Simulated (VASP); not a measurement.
# Na2CdGa (P6_3/mmc) in VASP: further runs

Na2CdGa is run at these levels: r2SCAN; tasks: single point.

Everything below comes from runs of VASP 6.6.1. Logs are shortened: lines on timing, memory, paths and dates and some standing lists are left out, and cuts for length are marked.

**1. The cell of the first run**

Symmetry: P6_3/mmc, No. 194, hexagonal system. Conventional cell: a = 4.690 Å, b = 4.690 Å, c = 10.425 Å, α = 90.00°, β = 90.00°, γ = 120.00°. Na (site symmetry 3m) has 4 Na at 3.21 to 3.50 Å and 3 Cd at 3.22 Å and 4 Ga at 3.22 to 3.46 Å within 4.2 Å. Within 3.6 Å of Cd (site symmetry -6m2) lie 3 Ga at 2.71 Å and 6 Na at 3.22 Å. Ga (site symmetry -6m2) has 3 Cd at 2.71 Å and 8 Na at 3.22 to 3.46 Å within 3.6 Å.

**2. Single point, r2SCAN**

File POSCAR:

```
Na2CdGa
1.0
    4.6898177728      0.0000000000      0.0000000000
   -2.3449088864      4.0615013304      0.0000000000
    0.0000000000      0.0000000000     10.4253546307
Na Cd Ga
4 2 2
Direct
    0.3333333333      0.6666666667      0.4176381326
    0.6666666667      0.3333333333      0.9176381326
    0.3333333333      0.6666666667      0.0823618674
    0.6666666667      0.3333333333      0.5823618674
    0.0000000000      0.0000000000      0.2500000000
    0.0000000000      0.0000000000      0.7500000000
    0.3333333333      0.6666666667      0.7500000000
    0.6666666667      0.3333333333      0.2500000000
```

File INCAR.step1:

```
SYSTEM = Na2CdGa
PREC = Accurate
ENCUT = 520
ISMEAR = -1
SIGMA = 0.1
LREAL = .FALSE.
LASPH = .TRUE.
NELM = 100
NBANDS = 49
GGA = PE
ALGO = Normal
EDIFF = 1E-4
LWAVE = .TRUE.
LCHARG = .FALSE.
```

File INCAR.step2:

```
SYSTEM = Na2CdGa
PREC = Accurate
ENCUT = 520
EDIFF = 1E-7
ISMEAR = -1
SIGMA = 0.1
LREAL = .FALSE.
LASPH = .TRUE.
NELM = 100
ALGO = Normal
ISIF = 2
LWAVE = .FALSE.
LCHARG = .FALSE.
METAGGA = R2SCAN
LMIXTAU = .TRUE.
NBANDS = 49
ISTART = 1
```

File KPOINTS:

```
regular mesh
0
G
  4 4 2
  0 0 0
```

Potentials or basis: VASP PAW PBE potentials, release 64 (Na_pv, Cd, Ga_d).

Run with:

```
$ cat potpaw_PBE.64/Na_pv/POTCAR potpaw_PBE.64/Cd/POTCAR potpaw_PBE.64/Ga_d/POTCAR > POTCAR
$ cp INCAR.step1 INCAR
$ mpirun -np 1 vasp_std > vasp.out
$ cp INCAR.step2 INCAR
$ mpirun -np 1 vasp_std > vasp.out
```

OUTCAR:

```text
SYSTEM = Na2CdGa
   PREC = Accurate
   ENCUT = 520
   EDIFF = 1E-7
   ISMEAR = -1
   LREAL = .FALSE.
   LASPH = .TRUE.
   NELM = 100
   ISIF = 2
   METAGGA = R2SCAN
   ISTART = 1

 ion  position               nearest neighbor table
   1  0.333  0.667  0.418-   5 3.22   5 3.22   5 3.22
   2  0.667  0.333  0.918-   6 3.22   6 3.22   6 3.22
   3  0.333  0.667  0.082-   5 3.22   5 3.22   5 3.22
   4  0.667  0.333  0.582-   6 3.22   6 3.22   6 3.22
   5  0.000  0.000  0.250-   8 2.71   8 2.71   8 2.71   1 3.22   3 3.22   1 3.22   3 3.22   1 3.22
                             3 3.22
   6  0.000  0.000  0.750-   7 2.71   7 2.71   7 2.71   2 3.22   4 3.22   4 3.22   2 3.22   4 3.22
                             2 3.22
   7  0.333  0.667  0.750-   6 2.71   6 2.71   6 2.71
   8  0.667  0.333  0.250-   5 2.71   5 2.71   5 2.71

  LATTYP: Found a hexagonal cell.
 ALAT       =     4.6898177728
 C/A-ratio  =     2.2229764856

  Lattice vectors:

 A1 = (   4.6898177728,   0.0000000000,   0.0000000000)
 A2 = (  -2.3449088864,   4.0615013304,   0.0000000000)
 A3 = (   0.0000000000,   0.0000000000,  10.4253546307)

Analysis of symmetry for initial positions (statically):
=====================================================================
 Subroutine PRICEL returns:
 Original cell was already a primitive cell.

 Routine SETGRP: Setting up the symmetry group for a
 hexagonal supercell.

 Subroutine GETGRP returns: Found 24 space group operations
 (whereof 12 operations were pure point group operations)
 out of a pool of 24 trial point group operations.

The static configuration has the point symmetry D_3d.
 The point group associated with its full space group is D_6h.

Analysis of symmetry for dynamics (positions and initial velocities):
=====================================================================
 Subroutine PRICEL returns:
 Original cell was already a primitive cell.

 Routine SETGRP: Setting up the symmetry group for a
 hexagonal supercell.

 Subroutine GETGRP returns: Found 24 space group operations
 (whereof 12 operations were pure point group operations)
 out of a pool of 24 trial point group operations.

The dynamic configuration has the point symmetry D_3d.
 The point group associated with its full space group is D_6h.

 Subroutine INISYM returns: Found 24 space group operations
 (whereof 12 operations are pure point group operations),
 and found     1 'primitive' translations

----------------------------------------------------------------------------------------

                                     Primitive cell

  volume of cell :     198.5790

  direct lattice vectors                    reciprocal lattice vectors
     4.689817773  0.000000000  0.000000000     0.213227901  0.123107186  0.000000000
    -2.344908886  4.061501330  0.000000000     0.000000000  0.246214372  0.000000000
     0.000000000  0.000000000 10.425354631     0.000000000  0.000000000  0.095919998

  length of vectors
     4.689817773  4.689817773 10.425354631     0.246214372  0.246214372  0.095919998

  position of ions in fractional coordinates (direct lattice)
     0.333333333  0.666666667  0.417638133
     0.666666667  0.333333333  0.917638133
     0.333333333  0.666666667  0.082361867
     0.666666667  0.333333333  0.582361867
     0.000000000  0.000000000  0.250000000
     0.000000000  0.000000000  0.750000000
     0.333333333  0.666666667  0.750000000
     0.666666667  0.333333333  0.250000000

  ion indices of the primitive-cell ions
   primitive index   ion index
                 1           1
                 2           2
                 3           3
                 4           4
                 5           5
                 6           6
                 7           7
                 8           8

----------------------------------------------------------------------------------------

 KPOINTS: regular mesh

Automatic generation of k-mesh.
 Grid dimensions read from file:
 generate k-points for:    4    4    2

 Generating k-lattice:

[... 44 lines left out ...]
   LRPA    =     F    only Hartree local field effects (RPA)
 non-spin polarized calculation
  energy-cutoff  :      520.00
  volume of cell :      198.58
 maximum number of plane-waves:      5372
 NGX is ok and might be reduce to    36
   NGX = 17   NGY = 17   NGZ = 39

 number of electron      78.0000042 magnetization

 Free energy of the ion-electron system (eV)
  ---------------------------------------------------
  ext. energy  EPLUGINS =         0.00000000
  ---------------------------------------------------
  free energy    TOTEN  =       -78.32975582 eV

  energy without entropy =      -78.23228995  energy(sigma->0) =      -78.28102288

 E-fermi :   1.9368     XC(G=0):  -9.2866

 val. band max:        1.5441233422   @ k =   0.5000   0.0000   0.0000
 cond. band min:       2.0023182295   @ k =   0.2500   0.0000   0.0000
 fundamental gap:      0.4581948872
 Fermi energy:         1.9368114734

 k-point     1 :       0.0000    0.0000    0.0000
  band No.  band energies     occupation
      1     -23.7795      2.00000
      2     -23.7784      2.00000
      3     -23.7781      2.00000
      4     -23.7761      2.00000
      5     -23.7759      2.00000
      6     -23.7613      2.00000
[... 41 lines left out ...]
     48       7.1245      0.00000
     49       8.2320      0.00000

 k-point     2 :       0.2500    0.0000    0.0000
  band No.  band energies     occupation
      1     -23.7849      2.00000
      2     -23.7819      2.00000
      3     -23.7809      2.00000
      4     -23.7794      2.00000
      5     -23.7787      2.00000
      6     -23.7677      2.00000
[... 41 lines left out ...]
     48       7.9680      0.00000
     49       7.9945      0.00000

 k-point     3 :       0.5000    0.0000    0.0000
  band No.  band energies     occupation
      1     -23.7896      2.00000
      2     -23.7846      2.00000
      3     -23.7832      2.00000
      4     -23.7824      2.00000
      5     -23.7810      2.00000
      6     -23.7725      2.00000
[... 249 lines left out ...]
     48       7.3279      0.00000
     49       7.7401      0.00000

 k-point     8 :       0.2500    0.2500    0.5000
  band No.  band energies     occupation
      1     -23.7857      2.00000
      2     -23.7857      2.00000
      3     -23.7841      2.00000
      4     -23.7841      2.00000
      5     -23.7779      2.00000
      6     -23.7779      2.00000
[... 41 lines left out ...]
     48       7.3217      0.00000
     49       7.4735      0.00000

------------------------ aborting loop because EDIFF is reached ----------------------------------------

  FORCE on cell =-STRESS in cart. coord.  units (eV):
  Direction    XX          YY          ZZ          XY          YZ          ZX
  --------------------------------------------------------------------------------------
  -------------------------------------------------------------------------------------
  Total        0.0893328      0.0893328      0.0812058      0.0000000      0.0000000      0.0000000
  in kB        0.7207555      0.7207555      0.6551857      0.0000000      0.0000000      0.0000000
  external PRESSURE =       0.6988989 kB  Pullay stress =       0.0000000 kB

 VOLUME and BASIS-vectors are now :
 -----------------------------------------------------------------------------
  energy-cutoff  :      520.00
  volume of cell :      198.58
      direct lattice vectors                 reciprocal lattice vectors
     4.689817773  0.000000000  0.000000000     0.213227901  0.123107186  0.000000000
    -2.344908886  4.061501330  0.000000000     0.000000000  0.246214372  0.000000000
     0.000000000  0.000000000 10.425354631     0.000000000  0.000000000  0.095919998

 POSITION                                       TOTAL-FORCE (eV/Angst)
 -----------------------------------------------------------------------------------
     -0.00000      2.70767      4.35403         0.000000      0.000000      0.036787
      2.34491      1.35383      9.56670        -0.000000      0.000000      0.036787
     -0.00000      2.70767      0.85865         0.000000      0.000000     -0.036787
      2.34491      1.35383      6.07133        -0.000000      0.000000     -0.036787
      0.00000      0.00000      2.60634        -0.000000     -0.000000      0.000000
      0.00000      0.00000      7.81902         0.000000      0.000000      0.000000
     -0.00000      2.70767      7.81902         0.000000     -0.000000      0.000000
      2.34491      1.35383      2.60634        -0.000000      0.000000      0.000000
 -----------------------------------------------------------------------------------
    total drift:                               -0.000000      0.000000     -0.000000

  FREE ENERGIE OF THE ION-ELECTRON SYSTEM (eV)
  ---------------------------------------------------
  free  energy   TOTEN  =       -78.3297558207 eV

  energy  without entropy=      -78.2322899489  energy(sigma->0) =      -78.28102288
```

Wall time 3.4 min (1 thread of Intel Xeon Platinum 8559C (Emerald Rapids), shared host); peak memory 0.38 GiB.

What came out:

| Quantity | Value |
| --- | --- |
| Free energy | -78.3298 eV |
| Pressure | 0.1 GPa |
| Largest force | 0.037 eV/Å |
| Band gap on the k mesh | zero (band 39 reaches 3.20 eV, above the bottom of band 40 at 1.34 eV) |

Forces in eV/Å, atoms in the order of the input:
```
Na   0.000  0.000  0.037
Na   0.000  0.000  0.037
Na   0.000  0.000 -0.037
Na   0.000  0.000 -0.037
Cd   0.000  0.000  0.000
Cd   0.000  0.000  0.000
Ga   0.000  0.000  0.000
Ga   0.000  0.000  0.000
```

Levels at points of the mesh, in eV from the Fermi level:
| k point | band 34 | band 35 | band 36 | band 37 | band 38 | band 39 | band 40 | band 41 | band 42 | band 43 |
| --- | --- | --- | --- | --- | --- | --- | --- | --- | --- | --- |
| (0.00, 0.00, 0.00) | -7.46 | -3.16 | -0.97 | 0.79 | 1.22 | 1.22 | 1.31 | 1.31 | 1.94 | 2.09 |
| (0.50, 0.00, 0.00) | -6.10 | -4.33 | -4.16 | -0.88 | -0.73 | -0.60 | -0.39 | 1.48 | 1.81 | 2.07 |
| (0.00, 0.00, 0.50) | -7.63 | -2.35 | -2.35 | 1.27 | 1.27 | 1.27 | 1.27 | 1.85 | 1.85 | 3.19 |
| (0.50, 0.00, 0.50) | -6.12 | -4.27 | -4.27 | -0.50 | -0.50 | -0.49 | -0.49 | 0.84 | 0.84 | 2.09 |

Caveat: the k points lie up to 0.39 Å⁻¹ apart; the PAW data sets were made with another functional, which shifts forces and pressure a little.

**3. Single point, r2SCAN**

This run uses another cell than the first one, of 24.91 Å³/atom, 1.004 times its volume.

File POSCAR:

```
Na2CdGa
1.0
    4.6535275245      0.0000000000      0.0000000000
   -2.3267637622      4.0300730534      0.0000000000
    0.0000000000      0.0000000000     10.6269409822
Na Cd Ga
4 2 2
Direct
    0.3333333333      0.6666666667      0.4193040210
    0.6666666667      0.3333333333      0.9193040210
    0.3333333333      0.6666666667      0.0806959790
    0.6666666667      0.3333333333      0.5806959790
    0.0000000000      0.0000000000      0.2500000000
    0.0000000000      0.0000000000      0.7500000000
    0.3333333333      0.6666666667      0.7500000000
    0.6666666667      0.3333333333      0.2500000000
```

File INCAR.step1:

```
SYSTEM = Na2CdGa
  PREC = Accurate
  ENCUT = 520
  ISMEAR = 1
  SIGMA = 0.025
  LREAL = .FALSE.
  LASPH = .TRUE.
  NELM = 60
  NBANDS = 49
  GGA = PE
  ALGO = Normal
  EDIFF = 1E-4
  LWAVE = .TRUE.
  LCHARG = .FALSE.
```

File INCAR.step2:

```
SYSTEM = Na2CdGa
  PREC = Accurate
  ENCUT = 520
  EDIFF = 1E-6
  ISMEAR = 1
  SIGMA = 0.025
  LREAL = .FALSE.
  LASPH = .TRUE.
  NELM = 60
  ALGO = Normal
  ISIF = 2
  LWAVE = .FALSE.
  LCHARG = .FALSE.
  METAGGA = R2SCAN
  LMIXTAU = .TRUE.
  NBANDS = 49
  ISTART = 1
```

File KPOINTS:

```
Automatic mesh
0
G
  4 4 2
  0 0 0
```

Potentials or basis: VASP PAW PBE potentials, release 64 (Na_pv, Cd, Ga_d).

Run with:

```
$ cat potpaw_PBE.64/Na_pv/POTCAR potpaw_PBE.64/Cd/POTCAR potpaw_PBE.64/Ga_d/POTCAR > POTCAR
$ cp INCAR.step1 INCAR
$ mpirun -np 1 vasp_std > vasp.out
$ cp INCAR.step2 INCAR
$ mpirun -np 1 vasp_std > vasp.out
```

It took 2.9 min on 1 thread of Intel Xeon Platinum 8559C (Emerald Rapids), shared host; peak memory 0.37 GiB.

It converged, with:

| Item | Value |
| --- | --- |
| Free energy | -78.2577 eV |
| Pressure | 0.1 GPa |
| Largest force | 0.024 eV/Å |
| Band gap on the k mesh | zero (band 39 reaches 3.25 eV, above the bottom of band 40 at 1.30 eV) |

Forces in eV/Å, atoms in the order of the input:
```
Na   0.000  0.000 -0.024
Na   0.000  0.000 -0.024
Na   0.000  0.000  0.024
Na   0.000  0.000  0.024
Cd   0.000  0.000  0.000
Cd   0.000  0.000  0.000
Ga   0.000  0.000  0.000
Ga   0.000  0.000  0.000
```

Stress tensor (GPa, compression positive):
```
 0.13  0.00  0.00
 0.00  0.13  0.00
 0.00  0.00 -0.09
```

Levels at points of the mesh, in eV from the Fermi level:
```csv
k point,band 37,band 38,band 39,band 40,band 41,band 42
"(0.00, 0.00, 0.00)",0.57,1.20,1.20,1.28,1.28,2.00
"(0.50, 0.00, 0.00)",-0.96,-0.79,-0.66,-0.48,1.38,1.81
"(0.00, 0.00, 0.50)",1.24,1.24,1.24,1.24,1.88,1.88
"(0.50, 0.00, 0.50)",-0.59,-0.59,-0.58,-0.58,0.73,0.73
```

Caveat: the k points lie up to 0.39 Å⁻¹ apart; the PAW data sets were made with another functional, which shifts forces and pressure a little.

**4. Single point, r2SCAN**

File POSCAR:

```
Na2CdGa
1.0
    4.6879676865     -0.0000007890      0.0000003028
   -2.3439845266      4.0598825311      0.0000002897
    0.0000006136      0.0000010320     10.4395491802
Na Cd Ga
4 2 2
Direct
    0.3333111497      0.6666797334      0.4174046254
    0.6666456742      0.3333459695      0.9174047957
    0.3333113477      0.6666799287      0.0825952245
    0.6666454918      0.3333457893      0.5825953564
   -0.0000239351      0.0000114120      0.2499998515
   -0.0000220510      0.0000138972      0.7500001437
    0.3333048874      0.6666892689      0.7499999634
    0.6666274354      0.3333340010      0.2500000394
```

File INCAR.step1:

```
SYSTEM = Na2CdGa
ALGO     = Normal         ! electronic algorithm
EDIFF    = 1E-4           ! SCF threshold, eV
ENCUT    = 520            ! plane-wave cutoff, eV
GGA      = PE             ! functional
ISMEAR   = -1             ! smearing method
ISYM     = 0            
LASPH    = .True.         ! aspherical terms in the spheres
LCHARG   = .False.        ! write CHGCAR
LREAL    = .False.        ! projectors in reciprocal space
LWAVE    = .True.         ! write WAVECAR
NBANDS   = 49             ! bands
NELM     = 60             ! most SCF steps
PREC     = Accurate       ! precision mode
SIGMA    = 0.1            ! smearing width, eV
```

File INCAR.step2:

```
SYSTEM = Na2CdGa
ALGO     = Normal         ! electronic algorithm
EDIFF    = 1E-6           ! SCF threshold, eV
ENCUT    = 520            ! plane-wave cutoff, eV
ISIF     = 2              ! what is computed and relaxed
ISMEAR   = -1             ! smearing method
ISTART   = 1            
ISYM     = 0            
LASPH    = .True.         ! aspherical terms in the spheres
LCHARG   = .False.        ! write CHGCAR
LMIXTAU  = .True.       
LREAL    = .False.        ! projectors in reciprocal space
LWAVE    = .False.        ! write WAVECAR
METAGGA  = R2SCAN         ! meta-GGA
NBANDS   = 49             ! bands
NELM     = 60             ! most SCF steps
PREC     = Accurate       ! precision mode
SIGMA    = 0.1            ! smearing width, eV
```

File KPOINTS:

```
k-points
0
Gamma
  4 4 2
  0 0 0
```

Run with:

```
$ cat potpaw_PBE.64/Na_pv/POTCAR potpaw_PBE.64/Cd/POTCAR potpaw_PBE.64/Ga_d/POTCAR > POTCAR
$ cp INCAR.step1 INCAR
$ mpirun -np 1 vasp_std > vasp.out
$ cp INCAR.step2 INCAR
$ mpirun -np 1 vasp_std > vasp.out
```

Run time: 6.7 min. Hardware: 1 thread of Intel Xeon Platinum 8559C (Emerald Rapids), shared host; peak memory 0.43 GiB.

The run converged. Its results:

* Free energy: -78.3294 eV
* Pressure: 0.1 GPa
* Largest force: 0.043 eV/Å
* Band gap on the k mesh: zero (band 39 reaches 3.21 eV, above the bottom of band 40 at 1.33 eV)

Forces in eV/Å, atoms in the order of the input:
```
Na   0.000  0.000  0.043
Na   0.000  0.000  0.043
Na   0.000  0.000 -0.043
Na   0.000  0.000 -0.043
Cd   0.000  0.000  0.000
Cd   0.000  0.000  0.000
Ga   0.000  0.000  0.000
Ga   0.000  0.000  0.000
```

Levels at points of the mesh, in eV from the Fermi level:
| k point | band 36 | band 37 | band 38 | band 39 | band 40 | band 41 | band 42 | band 43 |
| --- | --- | --- | --- | --- | --- | --- | --- | --- |
| (0.00, 0.00, 0.00) | -0.98 | 0.78 | 1.23 | 1.23 | 1.31 | 1.31 | 1.95 | 2.10 |
| (0.50, 0.00, 0.00) | -4.16 | -0.88 | -0.73 | -0.60 | -0.39 | 1.48 | 1.81 | 2.07 |
| (0.00, 0.50, 0.00) | -4.16 | -0.88 | -0.73 | -0.60 | -0.39 | 1.48 | 1.81 | 2.07 |
| (0.50, 0.50, 0.00) | -4.16 | -0.88 | -0.73 | -0.60 | -0.39 | 1.48 | 1.81 | 2.07 |
| (0.00, 0.00, 0.50) | -2.35 | 1.27 | 1.27 | 1.27 | 1.27 | 1.86 | 1.86 | 3.17 |
| (0.50, 0.00, 0.50) | -4.27 | -0.50 | -0.50 | -0.49 | -0.49 | 0.84 | 0.84 | 2.09 |
| (0.00, 0.50, 0.50) | -4.27 | -0.50 | -0.50 | -0.49 | -0.49 | 0.84 | 0.84 | 2.09 |
| (0.50, 0.50, 0.50) | -4.27 | -0.50 | -0.50 | -0.49 | -0.49 | 0.84 | 0.84 | 2.09 |

Caveat: the k points lie up to 0.39 Å⁻¹ apart; the PAW data sets were made with another functional, which shifts forces and pressure a little.

**5. Summary**

| cell | smearing | gap on the mesh (eV) | pressure (GPa) | largest force (eV/Å) |
| --- | --- | --- | --- | --- |
| a = 4.690, b = 4.690, c = 10.425 Å, angles 90.0, 90.0, 120.0°, 8 atoms | fermi-dirac 0.1 eV | none | 0.1 | 0.04 |
| a = 4.654, b = 4.654, c = 10.627 Å, angles 90.0, 90.0, 120.0°, 8 atoms | methfessel-paxton 0.025 eV | none | 0.1 | 0.02 |
| a = 4.688, b = 4.688, c = 10.440 Å, angles 90.0, 90.0, 120.0°, 8 atoms | fermi-dirac 0.1 eV | none | 0.1 | 0.04 |

Alike in all rows: task single point; level r2SCAN; potentials or basis VASP PAW PBE potentials, release 64 (Na_pv, Cd, Ga_d); no spin polarisation; k mesh 4 × 4 × 2; cutoff (eV) 520.

Caveats: all runs use coarse meshes; the PAW data sets were made with another functional, which shifts forces and pressure a little.

Total energies depend on the potentials used, so only differences within one code and one set of settings carry meaning.
